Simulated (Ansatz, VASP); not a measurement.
**HfN in VASP and in Ansatz**

The input INCAR:

```
SYSTEM = HfN
PREC = Accurate ; ENCUT = 600
EDIFF = 1E-6 ; ISMEAR = 0
SIGMA = 0.1 ; LREAL = .False.
LASPH = .True. ; NELM = 120
ALGO = Normal ; ISIF = 2
LWAVE = .False. ; LCHARG = .False.
GGA = PS ; NBANDS = 14
GGA_COMPAT = .False.
```

The input KPOINTS:

```
regular mesh
0
Gamma
  8 8 8
  0 0 0
```

File POSCAR:

```
HfN
1.0
    0.0000000000      2.2558601243      2.2558601243
    2.2558601243      0.0000000000      2.2558601243
    2.2558601243      2.2558601243      0.0000000000
Hf N
1 1
Direct
    0.0000000000      0.0000000000      0.0000000000
    0.5000000000      0.5000000000      0.5000000000
```

Input for Ansatz:

```yaml
crystal:
  lattice:
    - [0.0, 2.2558601243, 2.2558601243]
    - [2.2558601243, 0.0, 2.2558601243]
    - [2.2558601243, 2.2558601243, 0.0]
  atoms:
    - { symbol: Hf, position: [0.0, 0.0, 0.0] }
    - { symbol: "N", position: [0.5, 0.5, 0.5] }
basis:
  ecutwfc: 420
kpoints:
  mp_grid: { grid: [8, 8, 8] }
hamiltonian:
  xc: pbesol
scf:
  occupations: { method: gaussian, width: 0.1 }
output:
  forces: true
  stress: true
  eigenvalues: true
```

Alike in both runs: task single point; functional PBEsol; k mesh 8 × 8 × 8; occupations gaussian, width 0.1 eV; no spin polarisation.

```csv
,VASP,Ansatz
version,VASP 6.6.1,Ansatz 0.2.0
potentials or method,"VASP PAW PBE potentials, release 64 (Hf_pv, N), cutoff 600 eV","scalar-relativistic, plane waves, PAW"
valence electrons in the cell,15,31
```

VASP gave:

- gap on the k mesh at the Fermi level (eV): none
- pressure (GPa): -3.9

Question: What did Ansatz give for the same quantities?

Answer: gap on the k mesh at the Fermi level (eV): none; pressure (GPa): -1.6.

VASP's potentials were made for PBE, not for PBEsol. A gap of «none» marks a metal or a gap that the smearing closes. VASP's potentials hold 15 valence electrons a cell and Ansatz's 31, so a difference there can come from the potentials and not from the codes.

Spin-orbit coupling is off throughout.
